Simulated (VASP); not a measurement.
## MoS2: single point with PBE+D3(BJ)

**Measured values to compare with.**

“Multiwavelength excitation Raman Scattering Analysis of bulk and 2 dimensional MoS2: Vibrational properties of atomically thin MoS2 layers”, 2015, arxiv:1506.03228 reports, for a bulk crystal of MoS2 at 300 K: band gap 1.3 eV (indirect).

Crystal: MoS2.

```
CELL_PARAMETERS angstrom
3.15051 0.00000 0.00000
-1.57525 2.72842 0.00000
0.00000 0.00000 12.08173
ATOMIC_POSITIONS crystal
Mo 0.33333 0.66667 0.25000
Mo 0.66667 0.33333 0.75000
S 0.33333 0.66667 0.62040
S 0.66667 0.33333 0.12040
S 0.33333 0.66667 0.87960
S 0.66667 0.33333 0.37960
```

- Program: VASP 6.6.1
- Task: single point
- Functional: PBE
- Dispersion: D3(BJ)
- Potentials or basis: VASP PAW PBE potentials, release 64 (Mo_sv, S)
- Cutoff: 520 eV
- k mesh: 6 × 6 × 2
- Occupations: gaussian, width 0.1 eV
- Spin: no spin polarisation
- Dipole correction: no
- Further INCAR settings: ALGO = Normal; EDIFF = 1e-07; NBANDS = 35

* Pressure: -0.2 GPa
* Largest force: 0.018 eV/Å
* Band gap on the k mesh: 0.80 eV, indirect (least direct gap 1.70 eV)
* Dispersion energy per atom: -0.437 eV

Forces on the atoms (eV/Å):
```
Mo   0.000  0.000  0.000
Mo   0.000  0.000  0.000
S    0.000  0.000  0.018
S    0.000  0.000  0.018
S    0.000  0.000 -0.018
S    0.000  0.000 -0.018
```

Levels at points of the mesh, in eV from the valence-band top:
```csv
k point,band 24,band 25,band 26,band 27,band 28,band 29
"(0.00, 0.00, 0.00)",-1.27,-1.10,0.00,2.09,2.09,2.12
"(0.50, 0.00, 0.00)",-1.53,-1.49,-1.33,1.61,1.67,1.99
"(0.00, 0.00, 0.50)",-2.18,-0.26,-0.26,2.09,2.09,2.09
"(0.50, 0.00, 0.50)",-1.66,-1.40,-1.40,1.64,1.64,2.16
```

Wall time 47 s on 1 thread of Intel(R) Xeon(R) Platinum 8375C CPU @ 2.90GHz (Ice Lake), with other jobs on the host, peak memory 0.24 GiB.

Against the measured gap of MoS2, 1.3 eV (indirect; 300 K; “Multiwavelength excitation Raman Scattering Analysis of bulk and 2 dimensional MoS2: Vibrational properties of atomically thin MoS2 layers”, 2015, arxiv:1506.03228), the calculated 0.80 eV is off by -0.50 eV. Spin-orbit coupling on Mo is left out. The value is that of PBE+D3(BJ) on a finite k mesh, which can miss the band edges, without temperature or zero-point motion. Semilocal functionals fall short of measured gaps as a rule.
